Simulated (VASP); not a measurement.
# SiC (sol) (P6_3mc) in VASP: notebook, part 2 of 2

VASP 6.6.1. Earlier steps stand in the parts before.

## Step 4: Single point, PBEsol

INCAR

```
ALGO = Normal
EDIFF = 1E-6
ENCUT = 520
GGA = PS
ISIF = 2
ISMEAR = 0
LASPH = True
LCHARG = True
LELF = True
LREAL = False
LVHAR = True
LWAVE = False
NBANDS = 16
NELM = 80
PREC = Accurate
SIGMA = 0.01
```

KPOINTS

```
k-points
0
Gamma
  12 12 6
```

POSCAR

```
SiC
1.0
    3.0759836400      0.0000000000      0.0000000000
   -1.5379918200      2.6638799739      0.0000000000
    0.0000000000      0.0000000000      5.0478375098
Si C
2 2
Direct
    0.3333333333      0.6666666667     -0.0004104654
    0.6666666667      0.3333333333      0.4995895346
    0.3333333333      0.6666666667      0.3754104654
    0.6666666667      0.3333333333      0.8754104654
```

Potentials or basis: VASP PAW PBE potentials, release 64 (Si, C).

Launch:

```bash
cat potpaw_PBE.64/Si/POTCAR potpaw_PBE.64/C/POTCAR > POTCAR
mpirun -np 1 vasp_std > vasp.out
```

OUTCAR:

```text
EDIFF = 1E-6
   ENCUT = 520
   GGA = PS
   ISIF = 2
   ISMEAR = 0
   LASPH = True
   LREAL = False
   NELM = 80
   PREC = Accurate

 ion  position               nearest neighbor table
   1  0.333  0.667  1.000-   4 1.88   4 1.88   4 1.88   3 1.90   2 3.09   2 3.09   2 3.09   2 3.09
                             2 3.09   2 3.09
   2  0.667  0.333  0.500-   3 1.88   3 1.88   3 1.88   4 1.90   1 3.09   1 3.09   1 3.09   1 3.09
                             1 3.09   1 3.09
   3  0.333  0.667  0.375-   2 1.88   2 1.88   2 1.88   1 1.90
   4  0.667  0.333  0.875-   1 1.88   1 1.88   1 1.88   2 1.90

  LATTYP: Found a hexagonal cell.
 ALAT       =     3.0759836400
 C/A-ratio  =     1.6410482306

  Lattice vectors:

 A1 = (   3.0759836400,   0.0000000000,   0.0000000000)
 A2 = (  -1.5379918200,   2.6638799739,   0.0000000000)
 A3 = (   0.0000000000,   0.0000000000,   5.0478375098)

Analysis of symmetry for initial positions (statically):
=====================================================================
 Subroutine PRICEL returns:
 Original cell was already a primitive cell.

 Routine SETGRP: Setting up the symmetry group for a
 hexagonal supercell.

 Subroutine GETGRP returns: Found 12 space group operations
 (whereof  6 operations were pure point group operations)
 out of a pool of 24 trial point group operations.

The static configuration has the point symmetry C_3v.
 The point group associated with its full space group is C_6v.

Analysis of symmetry for dynamics (positions and initial velocities):
=====================================================================
 Subroutine PRICEL returns:
 Original cell was already a primitive cell.

 Routine SETGRP: Setting up the symmetry group for a
 hexagonal supercell.

 Subroutine GETGRP returns: Found 12 space group operations
 (whereof  6 operations were pure point group operations)
[... 121 lines left out ...]
   EFERMI =   0.00;   METHOD = LEGACY
   ISMEAR =     0;   SIGMA  =   0.01  broadening in eV -4-tet -1-fermi 0-gaus
   EFERMI_NEDOS =   21; number of points for ismear=-14 and -15
   IALGO  =     38    algorithm
   IMIX   =      4    mixing-type and parameters
     AMIX     =   0.40;   BMIX     =  1.00
     AMIX_MAG =   1.60;   BMIX_MAG =  1.00
  volume/ion in A,a.u.               =      10.34        69.78
  Fermi-wavevector in a.u.,A,eV,Ry     =   1.192834  2.254130 19.359102  1.422854
  Thomas-Fermi vector in A             =   2.328863
   LORBIT       =      0    0 simple, 1 ext, 2 COOP (PROOUT), +10 PAW based schemes
   GGA     = PS    functional components
   LHFCALC =     F    Hartree Fock is set to
   AEXX    =    0.0000 exact exchange contribution
   IVDW    =     0    specifies the selected vdW correction
   LEPSILON=     F    determine dielectric tensor
   LRPA    =     F    only Hartree local field effects (RPA)
 non-spin polarized calculation
 Gauss-broadening in eV      SIGMA  =   0.01
  energy-cutoff  :      520.00
  volume of cell :       41.36
 maximum number of plane-waves:      1132
 NGX is ok and might be reduce to    24

 number of electron      16.0000000 magnetization

 Free energy of the ion-electron system (eV)
  ---------------------------------------------------
  ext. energy  EPLUGINS =         0.00000000
  ---------------------------------------------------
  free energy    TOTEN  =       -31.82220434 eV

  energy without entropy =      -31.82220434  energy(sigma->0) =      -31.82220434

 E-fermi :   8.2686     XC(G=0): -11.4995

 val. band max:        8.2092365549   @ k =   0.0000   0.0000   0.0000
 cond. band min:      10.3229007924   @ k =   0.3333   0.3333   0.0000
 fundamental gap:      2.1136642375
 Fermi energy:         8.2685773560

 k-point     1 :       0.0000    0.0000    0.0000
  band No.  band energies     occupation
      1      -7.3811      2.00000
      2      -3.7765      2.00000
      3      -0.5539      2.00000
      4       6.8868      2.00000
      5       6.8868      2.00000
      6       8.0965      2.00000
[... 433 lines left out ...]
      3       0.8522      2.00000
      4       2.5123      2.00000
      5       3.4148      2.00000
      6       5.3394      2.00000
[... 8 lines left out ...]
     15      19.4430      0.00000
     16      20.2752      0.00000

 [... further k-points ...]
[... 5 lines left out ...]
  --------------------------------------------------------------------------------------
  -------------------------------------------------------------------------------------
  Total        0.0879440      0.0879440      0.0866897      0.0000000     -0.0000000      0.0000000
  in kB        3.4065357      3.4065357      3.3579478      0.0000000     -0.0000000      0.0000000
  external PRESSURE =       3.3903397 kB  Pullay stress =       0.0000000 kB

 VOLUME and BASIS-vectors are now :
 -----------------------------------------------------------------------------
  energy-cutoff  :      520.00
  volume of cell :       41.36
      direct lattice vectors                 reciprocal lattice vectors
     3.075983640  0.000000000  0.000000000     0.325099258  0.187696144  0.000000000
    -1.537991820  2.663879974  0.000000000     0.000000000  0.375392289  0.000000000
     0.000000000  0.000000000  5.047837510     0.000000000  0.000000000  0.198104634

 POSITION                                       TOTAL-FORCE (eV/Angst)
 -----------------------------------------------------------------------------------
     -0.00000      1.77592      5.04577         0.000000     -0.000000      0.001317
      1.53799      0.88796      2.52185        -0.000000      0.000000      0.001317
     -0.00000      1.77592      1.89501        -0.000000      0.000000     -0.001317
      1.53799      0.88796      4.41893        -0.000000      0.000000     -0.001317
 -----------------------------------------------------------------------------------
    total drift:                               -0.000000      0.000000     -0.000126

  FREE ENERGIE OF THE ION-ELECTRON SYSTEM (eV)
  ---------------------------------------------------
  free  energy   TOTEN  =       -31.8222043436 eV

  energy  without entropy=      -31.8222043436  energy(sigma->0) =      -31.82220434
```

It took 14 s on 1 thread of Intel Xeon 6975P-C, shared host; peak memory 0.18 GiB.

What came out:

```yaml
Free_energy: -31.8222 eV
Pressure: 0.3 GPa
Band_gap_on_the_k_mesh: 2.11 eV, indirect (least direct gap 3.85 eV)
```

Caveat: the PAW data sets were made with another functional, which shifts forces and pressure a little. A k mesh can miss the band edges.

## Step 5: Single point, PBEsol

INCAR

```
SYSTEM = SiC
PREC = Accurate
ENCUT = 520
EDIFF = 1E-7
ISMEAR = 0
SIGMA = 0.01
LREAL = .False.
LASPH = .True.
NELM = 80
ALGO = Normal
ISIF = 2
LWAVE = .False.
LCHARG = .False.
GGA = PS
NBANDS = 16
```

KPOINTS

```
regular mesh
0
Gamma
  12 12 6
  0 0 0
```

POSCAR

```
SiC
1.0
    3.0759836400      0.0000000000      0.0000000000
   -1.5379918200      2.6638799739      0.0000000000
    0.0000000000      0.0000000000      5.0478375098
Si C
2 2
Direct
    0.3333333333      0.6666666667     -0.0097238956
    0.6666666667      0.3333333333      0.4902761044
    0.3333333333      0.6666666667      0.3847238956
    0.6666666667      0.3333333333      0.8847238956
```

Potentials or basis: VASP PAW PBE potentials, release 64 (Si, C).

Launch:

```bash
cat potpaw_PBE.64/Si/POTCAR potpaw_PBE.64/C/POTCAR > POTCAR
mpirun -np 1 vasp_std > vasp.out
```

OUTCAR:

```text
SYSTEM = SiC
   PREC = Accurate
   ENCUT = 520
   EDIFF = 1E-7
   ISMEAR = 0
   LREAL = .False.
   LASPH = .True.
   NELM = 80
   ISIF = 2
   GGA = PS

 ion  position               nearest neighbor table
   1  0.333  0.667  0.990-   4 1.85   4 1.85   4 1.85   3 1.99   2 3.09   2 3.09   2 3.09   2 3.09
                             2 3.09   2 3.09
   2  0.667  0.333  0.490-   3 1.85   3 1.85   3 1.85   4 1.99   1 3.09   1 3.09   1 3.09   1 3.09
                             1 3.09   1 3.09
   3  0.333  0.667  0.385-   2 1.85   2 1.85   2 1.85   1 1.99
   4  0.667  0.333  0.885-   1 1.85   1 1.85   1 1.85   2 1.99

  LATTYP: Found a hexagonal cell.
 ALAT       =     3.0759836400
 C/A-ratio  =     1.6410482306

  Lattice vectors:

 A1 = (   3.0759836400,   0.0000000000,   0.0000000000)
 A2 = (  -1.5379918200,   2.6638799739,   0.0000000000)
 A3 = (   0.0000000000,   0.0000000000,   5.0478375098)

Analysis of symmetry for initial positions (statically):
=====================================================================
 Subroutine PRICEL returns:
 Original cell was already a primitive cell.

 Routine SETGRP: Setting up the symmetry group for a
 hexagonal supercell.

 Subroutine GETGRP returns: Found 12 space group operations
 (whereof  6 operations were pure point group operations)
[... 171 lines left out ...]
 E-fermi :   8.7184     XC(G=0): -11.4960

 val. band max:        8.6082657089   @ k =   0.0000   0.0000   0.0000
 cond. band min:      10.7055636003   @ k =   0.3333   0.3333   0.0000
 fundamental gap:      2.0972978914
 Fermi energy:         8.7184441186

 k-point     1 :       0.0000    0.0000    0.0000
  band No.  band energies     occupation
      1      -7.3948      2.00000
      2      -3.9174      2.00000
      3      -0.2553      2.00000
      4       6.7046      2.00000
      5       6.7046      2.00000
      6       7.9546      2.00000
[... 433 lines left out ...]
      3       0.9190      2.00000
      4       2.5991      2.00000
      5       3.2630      2.00000
      6       5.1853      2.00000
[... 8 lines left out ...]
     15      19.2864      0.00000
     16      20.1405      0.00000

 [... further k-points ...]
[... 5 lines left out ...]
  --------------------------------------------------------------------------------------
  -------------------------------------------------------------------------------------
  Total        1.1098079      1.1098079     -1.2219223      0.0000000      0.0000000      0.0000000
  in kB       42.9887040     42.9887040    -47.3314839      0.0000000      0.0000000      0.0000000
  external PRESSURE =      12.8819747 kB  Pullay stress =       0.0000000 kB

 VOLUME and BASIS-vectors are now :
 -----------------------------------------------------------------------------
  energy-cutoff  :      520.00
  volume of cell :       41.36
      direct lattice vectors                 reciprocal lattice vectors
     3.075983640  0.000000000  0.000000000     0.325099258  0.187696144  0.000000000
    -1.537991820  2.663879974  0.000000000     0.000000000  0.375392289  0.000000000
     0.000000000  0.000000000  5.047837510     0.000000000  0.000000000  0.198104634

 POSITION                                       TOTAL-FORCE (eV/Angst)
 -----------------------------------------------------------------------------------
     -0.00000      1.77592      4.99875         0.000000     -0.000000      1.358634
      1.53799      0.88796      2.47483        -0.000000      0.000000      1.358634
     -0.00000      1.77592      1.94202         0.000000      0.000000     -1.358634
      1.53799      0.88796      4.46594        -0.000000     -0.000000     -1.358634
 -----------------------------------------------------------------------------------
    total drift:                                0.000000      0.000000     -0.000661

  FREE ENERGIE OF THE ION-ELECTRON SYSTEM (eV)
  ---------------------------------------------------
  free  energy   TOTEN  =       -31.6842262767 eV

  energy  without entropy=      -31.6842262767  energy(sigma->0) =      -31.68422628
```

OSZICAR:

```text
N       E                     dE             d eps       ncg     rms          rms(c)
DAV:   1     0.245601746251E+02    0.24560E+02   -0.71464E+03  2432   0.898E+02
DAV:   2    -0.327597501265E+02   -0.57320E+02   -0.51818E+02  3488   0.156E+02
DAV:   3    -0.353338106106E+02   -0.25741E+01   -0.25620E+01  3200   0.304E+01
DAV:   4    -0.353524997250E+02   -0.18689E-01   -0.18686E-01  2896   0.321E+00
DAV:   5    -0.353526792021E+02   -0.17948E-03   -0.17947E-03  3208   0.294E-01    0.125E+01
DAV:   6    -0.318204915452E+02    0.35322E+01   -0.60672E+00  3104   0.151E+01    0.572E+00
DAV:   7    -0.317164121418E+02    0.10408E+00   -0.10619E+00  3448   0.601E+00    0.243E+00
DAV:   8    -0.316875744267E+02    0.28838E-01   -0.55044E-02  2792   0.143E+00    0.591E-01
DAV:   9    -0.316840672843E+02    0.35071E-02   -0.70963E-03  3152   0.565E-01    0.114E-01
DAV:  10    -0.316842176882E+02   -0.15040E-03   -0.70493E-04  2936   0.159E-01    0.536E-02
DAV:  11    -0.316842262966E+02   -0.86084E-05   -0.35136E-05  3048   0.440E-02    0.115E-02
DAV:  12    -0.316842261896E+02    0.10698E-06   -0.33269E-06  3088   0.120E-02    0.376E-03
DAV:  13    -0.316842262767E+02   -0.87125E-07   -0.68790E-07  3152   0.508E-03
   1 F= -.31684226E+02 E0= -.31684226E+02  d E =-.124360E-57
```

Run time: 15 s. Hardware: 1 thread of Intel Xeon 6975P-C, shared host; peak memory 0.18 GiB.

Results:

```
Free energy            : -31.6842 eV
Pressure               : 1.3 GPa
Largest force          : 1.359 eV/Å
Band gap on the k mesh : 2.10 eV, indirect (least direct gap 4.06 eV)
```

Forces on the atoms (eV/Å):
```
Si   0.000  0.000  1.359
Si   0.000  0.000  1.359
C    0.000  0.000 -1.359
C    0.000  0.000 -1.359
```

Caveat: the PAW data sets were made with another functional, which shifts forces and pressure a little. A k mesh can miss the band edges.

## Step 6: Single point, PBEsol

INCAR

```
SYSTEM = SiC
  PREC = Accurate
  ENCUT = 520
  EDIFF = 1E-6
  ISMEAR = 0
  SIGMA = 0.01
  LREAL = .FALSE.
  LASPH = .TRUE.
  NELM = 80
  ALGO = Normal
  ISIF = 2
  LWAVE = .FALSE.
  LCHARG = .TRUE.
  GGA = PS
  LELF = .TRUE.
  LVHAR = .TRUE.
  NBANDS = 16
```

KPOINTS

```
Automatic mesh
0
G
  12 12 6
  0 0 0
```

POSCAR

```
SiC
1.0
    3.0759836400      0.0000000000      0.0000000000
   -1.5379918200      2.6638799739      0.0000000000
    0.0000000000      0.0000000000      5.0478375098
Si C
2 2
Direct
    0.3333333333      0.6666666667     -0.0190373258
    0.6666666667      0.3333333333      0.4809626742
    0.3333333333      0.6666666667      0.3940373258
    0.6666666667      0.3333333333      0.8940373258
```

Potentials or basis: VASP PAW PBE potentials, release 64 (Si, C).

Launch:

```bash
cat potpaw_PBE.64/Si/POTCAR potpaw_PBE.64/C/POTCAR > POTCAR
mpirun -np 1 vasp_std > vasp.out
```

Run time: 17 s. Hardware: 1 thread of Intel Xeon 6975P-C, shared host; peak memory 0.18 GiB.

It converged, with:

| Quantity | Value |
| --- | --- |
| Free energy | -31.3491 eV |
| Pressure | 3.3 GPa |
| Largest force | 2.112 eV/Å |
| Band gap on the k mesh | 1.67 eV, indirect (least direct gap 3.81 eV) |

Forces on the atoms (eV/Å):
```
Si   0.000  0.000  2.112
Si   0.000  0.000  2.112
C    0.000  0.000 -2.112
C    0.000  0.000 -2.112
```

Stress tensor (GPa, compression positive):
```
 8.21  0.00  0.00
 0.00  8.21  0.00
 0.00  0.00 -6.46
```

Levels at points of the mesh, in eV from the valence-band top:
```tsv
k point	band 5	band 6	band 7	band 8	band 9	band 10	band 11	band 12
(0.00, 0.00, 0.00)	-2.53	-1.35	-1.35	0.00	3.81	5.09	5.69	5.69
(0.50, 0.00, 0.00)	-5.76	-4.48	-3.53	-2.58	1.67	3.68	5.86	7.04
(0.00, 0.00, 0.50)	-1.98	-1.98	-1.98	-1.98	4.89	4.89	6.30	6.30
(0.50, 0.00, 0.50)	-3.67	-3.67	-2.64	-2.64	2.40	2.40	3.83	3.83
```

Caveat: the PAW data sets were made with another functional, which shifts forces and pressure a little.

## Step 7: Overview

| k mesh | smearing | gap on the mesh (eV) | pressure (GPa) | largest force (eV/Å) |
| --- | --- | --- | --- | --- |
| 6 × 6 × 4 | gaussian 0.1 eV | 2.08 | 0.3 | 0.08 |
| 12 × 12 × 6 | gaussian 0.02 eV | 2.11 | 0.3 | - |
| 12 × 12 × 6 | gaussian 0.01 eV | 1.67 | 3.3 | 2.11 |

Some of these runs hold the atoms at other places in the same cell, which the table doesn't show; runs alike in all that it shows share one row.

Alike in all rows: task single point; level PBEsol; potentials or basis VASP PAW PBE potentials, release 64 (Si, C); no spin polarisation; cell a = 3.076, b = 3.076, c = 5.048 Å, angles 90.0, 90.0, 120.0°, 4 atoms; cutoff (eV) 520.

On the cell as given the gap runs from 1.67 eV (PBEsol) to 2.11 eV (PBEsol); the meshes differ, which moves gaps too.

Caveats: the PAW data sets were made with another functional, which shifts forces and pressure a little.

Total energies depend on the potentials used, so only differences within one code and one set of settings carry meaning.
